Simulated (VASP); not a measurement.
The system is BiTe.

```xyz
2
Lattice="0.0000 3.2984 3.2984 3.2984 0.0000 3.2984 3.2984 3.2984 0.0000" Properties=species:S:1:pos:R:3 pbc="T T T"
Bi    0.0000    0.0000    0.0000
Te    3.2984    3.2984    3.2984
```

Base run:

- Program: VASP 6.6.1
- Functional: PBE
- Potentials or basis: VASP PAW PBE potentials, release 64 (Bi_d, Te)
- Cutoff: 520 eV
- k mesh: 7 × 7 × 7
- Occupations: fermi-dirac, width 0.05 eV
- Spin: no spin polarisation

Its results: pressure -1.7 GPa.

Q: The run is repeated on the same cell with these changes: functional from PBE to BLYP; occupations from fermi-dirac, width 0.05 eV to fermi-dirac, width 0.02 eV. What comes out?

A: Pressure 1.7 GPa.

Caveats: the PAW data sets were made with another functional, which shifts forces and pressure a little (some runs).
